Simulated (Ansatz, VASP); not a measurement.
Two plane-wave programs on InSb

Contents of INCAR:

```
SYSTEM = InSb
PREC     = Accurate       ! precision mode
ENCUT    = 520            ! plane-wave cutoff, eV
EDIFF    = 1E-7           ! SCF threshold, eV
ISMEAR   = 0              ! smearing method
SIGMA    = 0.15           ! smearing width, eV
LREAL    = .False.        ! projectors in reciprocal space
LASPH    = .True.         ! aspherical terms in the spheres
NELM     = 100            ! most SCF steps
ALGO     = Normal         ! electronic algorithm
ISIF     = 2              ! what is computed and relaxed
LWAVE    = .False.        ! write WAVECAR
LCHARG   = .False.        ! write CHGCAR
GGA      = PE             ! functional
NBANDS   = 16             ! bands
```

Contents of KPOINTS:

```
regular mesh
0
Gamma
  16 16 16
  0 0 0
```

POSCAR

```
InSb
1.0
   -3.0074500000      3.0074500000      1.4236000000
    3.0074500000     -3.0074500000      1.4236000000
    3.0074500000      3.0074500000     -1.4236000000
In Sb
1 1
Direct
    0.2500000000      0.7500000000      0.5000000000
    0.0000000000      0.0000000000      0.0000000000
```

Input for Ansatz:

```yaml
crystal:
  lattice:
    - [-3.00745, 3.00745, 1.4236]
    - [3.00745, -3.00745, 1.4236]
    - [3.00745, 3.00745, -1.4236]
  atoms:
    - { symbol: In, position: [0.25, 0.75, 0.5] }
    - { symbol: Sb, position: [0.0, 0.0, 0.0] }
basis:
  ecutwfc: 420
kpoints:
  mp_grid: { grid: [16, 16, 16] }
hamiltonian:
  xc: pbe
  pseudopotentials: { kind: paw, azcp: { folder: soft_1 } }
scf:
  occupations: { method: gaussian, width: 0.15 }
output:
  forces: true
  stress: true
  eigenvalues: true
  write_density: true
  write_potential: true
  elf: true
  volumetric_format: npy
```

Alike in both runs: task single point; functional PBE; k mesh 16 × 16 × 16; occupations gaussian, width 0.15 eV; no spin polarisation.

|  | VASP | Ansatz |
| --- | --- | --- |
| version | VASP 6.6.1 | Ansatz 0.2.0 |
| potentials or method | VASP PAW PBE potentials, release 64 (In_d, Sb), cutoff 520 eV | scalar-relativistic, plane waves, PAW |
| valence electrons in the cell | 18 | 28 |

```tsv
	VASP	Ansatz	Ansatz less VASP
gap on the k mesh at the Fermi level (eV)	none	none	-
pressure (GPa)	7.5	7.5	-0.01
traceless stress, the component that is largest in VASP (GPa)	9.64	9.58	-0.060
```

A gap of «none» marks a metal or a gap that the smearing closes. VASP's potentials hold 18 valence electrons a cell and Ansatz's 28, so a difference there can come from the potentials and not from the codes.

Spin-orbit coupling is off throughout.
